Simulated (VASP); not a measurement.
Se:

```xyz
3
Lattice="4.3662 0.0000 0.0000 -2.1831 3.7812 0.0000 0.0000 0.0000 4.7555" Properties=species:S:1:pos:R:3 pbc="T T T"
Se    1.6910    2.9289    0.0000
Se   -0.4921    0.8523    3.1703
Se    0.9841    0.0000    1.5852
```

Base run:

| Quantity | Value |
| --- | --- |
| Program | VASP 6.6.1 |
| Functional | PBE |
| Potentials or basis | VASP PAW PBE potentials, release 64 (Se) |
| Cutoff | 520 eV |
| k mesh | 6 × 6 × 5 |
| Occupations | fermi-dirac, width 0.05 eV |
| Spin | no spin polarisation |

Its results: band gap on the k mesh 1.22 eV, indirect (least direct gap 1.78 eV); pressure 6.7 GPa; largest force 0.995 eV/Å.

Task: The run is repeated on the same cell with these changes: functional from PBE to PBEsol; further incar settings from ALGO = Normal; EDIFF = 1e-07; NBANDS = 16 to ALGO = Normal; EDIFF = 1e-06; NBANDS = 16. What comes out?

Result: Band gap on the k mesh 1.14 eV, indirect (least direct gap 1.72 eV); pressure 3.9 GPa; largest force 0.883 eV/Å.

Caveats: the PAW data sets were made with another functional, which shifts forces and pressure a little (some runs).

A k mesh can miss the band edges.
